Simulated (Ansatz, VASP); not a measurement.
# Os in VASP and in Ansatz

File INCAR:

```
PREC = Accurate ; ENCUT = 520
EDIFF = 1E-6 ; ISMEAR = 1
SIGMA = 0.03 ; LREAL = False
LASPH = True ; NELM = 60
ALGO = Normal ; ISIF = 2
LWAVE = False ; LCHARG = False
GGA = PE ; NBANDS = 15
```

The input KPOINTS:

```
Automatic mesh
0
Gamma
  13 13 7
```

File POSCAR:

```
Os
1.0
    2.7559294133      0.0000000000      0.0000000000
   -1.3779647066      2.3867048830      0.0000000000
    0.0000000000      0.0000000000      4.3426533301
Os
2
Direct
    0.3333333333      0.6666666667      0.2500000000
    0.6666666667      0.3333333333      0.7500000000
```

Input for Ansatz:

```yaml
crystal:
  lattice:
    - [2.7559294133, 0.0, 0.0]
    - [-1.3779647066, 2.386704883, 0.0]
    - [0.0, 0.0, 4.3426533301]
  atoms:
    - { symbol: Os, position: [0.3333333333, 0.6666666667, 0.25] }
    - { symbol: Os, position: [0.6666666667, 0.3333333333, 0.75] }
hamiltonian:
  xc: pbe
  pseudopotentials:
    kind: paw
    azcp:
      Os: "pseudopotentials/Os.paw.azcp"
basis:
  ecutwfc: 420
  fft_grid_basis: typed
kpoints:
  mp_grid: { grid: [13, 13, 7], shift: [0, 0, 0] }
magnetization:
  spin_polarized: false
scf:
  occupations: { method: methfessel_paxton, width: 0.03 }
  lower_state_search: "off"
output:
  stress: true
  write_density: true
  write_potential: true
  elf: true
  volumetric_format: npy
```

Alike in both runs: task single point; functional PBE; k mesh 13 × 13 × 7; occupations methfessel-paxton of order 1, width 0.03 eV; no spin polarisation.

|  | VASP | Ansatz |
| --- | --- | --- |
| version | VASP 6.6.1 | Ansatz 0.2.0 |
| potentials or method | VASP PAW PBE potentials, release 64 (Os), cutoff 520 eV | plane waves (420 eV) with PAW, scalar-relativistic |
| valence electrons in the cell | 16 | 32 |

VASP gave:

* pressure (GPa): -0.4
* traceless stress, the component that is largest in VASP (GPa): -0.34

**Question.** What did Ansatz give for the same quantities?

**Answer.** Pressure (GPa): -0.3; traceless stress, the component that is largest in VASP (GPa): -0.24.

With one functional, cell and mesh, what is left measures potentials, basis and numerics. VASP's potentials hold 16 valence electrons a cell and Ansatz's 32, so a difference there can come from the potentials and not from the codes.

Neither program's run includes spin-orbit coupling.
